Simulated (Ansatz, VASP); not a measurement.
# C in VASP and in Ansatz

Contents of INCAR:

```
SYSTEM = C
PREC = Accurate
ENCUT = 520
EDIFF = 1E-6
ISMEAR = 0
SIGMA = 0.05
LREAL = .FALSE.
LASPH = .TRUE.
NELM = 80
ALGO = Normal
ISIF = 2
LWAVE = .FALSE.
LCHARG = .FALSE.
GGA = PE
IVDW = 12
NBANDS = 31
```

The input KPOINTS:

```
Automatic mesh
0
G
  7 11 3
  0 0 0
```

File POSCAR:

```
C
1.0
    0.0000000000      1.4231666446     -3.3613878322
   -2.4649969361      0.0000000000      0.0000000000
    2.8758297588     10.8439663687      1.3933799211
C
10
Direct
    0.0355732112      0.5438589171      0.8090219290
    0.7260000089      0.6725759481      0.0622079555
    0.8033933095      0.3903966903      0.2489114489
   -0.1192133899      1.1082174326      0.4356149422
   -0.0418200893      0.8260381749      0.6223184356
    0.7513932917      0.2452447942      0.1244955379
   -0.1712134077      0.9630655365      0.3111990313
   -0.0938201072      0.6808862787      0.4979025246
   -0.0164268066      1.3987070210      0.6846060180
    0.0609664940      1.1165277633      0.8713095114
```

Input for Ansatz:

```yaml
crystal:
  lattice:
    - [0.0, 1.4231666446, -3.3613878322]
    - [-2.4649969361, 0.0, 0.0]
    - [2.8758297588, 10.8439663687, 1.3933799211]
  atoms:
    - { symbol: C, position: [0.0355732112, 0.5438589171, 0.809021929] }
    - { symbol: C, position: [0.7260000089, 0.6725759481, 0.0622079555] }
    - { symbol: C, position: [0.8033933095, 0.3903966903, 0.2489114489] }
    - { symbol: C, position: [-0.1192133899, 1.1082174326, 0.4356149422] }
    - { symbol: C, position: [-0.0418200893, 0.8260381749, 0.6223184356] }
    - { symbol: C, position: [0.7513932917, 0.2452447942, 0.1244955379] }
    - { symbol: C, position: [-0.1712134077, 0.9630655365, 0.3111990313] }
    - { symbol: C, position: [-0.0938201072, 0.6808862787, 0.4979025246] }
    - { symbol: C, position: [-0.0164268066, 1.398707021, 0.684606018] }
    - { symbol: C, position: [0.060966494, 1.1165277633, 0.8713095114] }
basis:
  ecutwfc: 520.0
kpoints:
  mp_grid: { grid: [7, 11, 3] }
hamiltonian:
  xc: pbe
  dispersion: d3bj
scf:
  occupations: { method: gaussian, width: 0.05 }
output:
  forces: true
  stress: true
  eigenvalues: true
```

Alike in both runs: task single point; functional PBE; dispersion D3(BJ); k mesh 7 × 11 × 3; occupations gaussian, width 0.05 eV; no spin polarisation.

```csv
,VASP,Ansatz
version,VASP 6.6.1,Ansatz 0.2.0
potentials or method,"VASP PAW PBE potentials, release 64 (C), cutoff 520 eV","scalar-relativistic, plane waves, PAW"
valence electrons in the cell,40,40
```

|  | VASP | Ansatz | Ansatz less VASP |
| --- | --- | --- | --- |
| gap on the k mesh at the Fermi level (eV) | 0.03 | 0.03 | +0.001 |
| least direct gap on the mesh (eV) | 0.16 | 0.16 | -0.003 |
| pressure (GPa) | -2.5 | -2.9 | -0.39 |
| traceless stress, the component that is largest in VASP (GPa) | 6.99 | 6.99 | -0.006 |
| rms of the force components (eV/Å) | 0.898 | 0.897 | -0.0003 |

Atom by atom the forces differ by 0.011 eV/Å (rms over components).
